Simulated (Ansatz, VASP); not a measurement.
One calculation of TaGe3W2, two programs

```
Ta Ge W
1.0
     3.64246    0.00000    0.00000
     0.00000    3.64246    0.00000
     0.00000    0.00000   10.05801
Ta Ge W
1 3 2
Direct
  0.00000 0.00000 0.00000
  0.00000 0.00000 0.25914
  0.00000 0.00000 0.74086
  0.50000 0.50000 0.00000
  0.00000 0.00000 0.50000
  0.50000 0.50000 0.50000
```

Alike in both runs: functional PBE; k mesh 4 × 4 × 2; occupations gaussian, width 0.1 eV; no spin polarisation.

Ansatz relaxed the structure, and its values are those at the end. VASP's run is a single point on that final structure, the one shown.

|  | VASP | Ansatz |
| --- | --- | --- |
| version | VASP 6.6.1 | Ansatz 0.2.0 |
| potentials or method | VASP PAW PBE potentials, release 64 (Ta_pv, Ge_d, W_sv), cutoff 520 eV | scalar-relativistic, plane waves, PAW |
| valence electrons in the cell | 81 | 83 |

VASP gave:

* gap on the k mesh at the Fermi level (eV): none
* pressure (GPa): 0.2
* rms of the force components (eV/Å): 0.004

Question: What did Ansatz give for the same quantities?

Answer: gap on the k mesh at the Fermi level (eV): none; pressure (GPa): 0.0; rms of the force components (eV/Å): 0.001.

A gap of «none» marks a metal or a gap that the smearing closes. VASP's potentials hold 81 valence electrons a cell and Ansatz's 83, so a difference there can come from the potentials and not from the codes.

The k mesh is coarse, so the values compare programs but aren't converged. Neither program's run includes spin-orbit coupling.
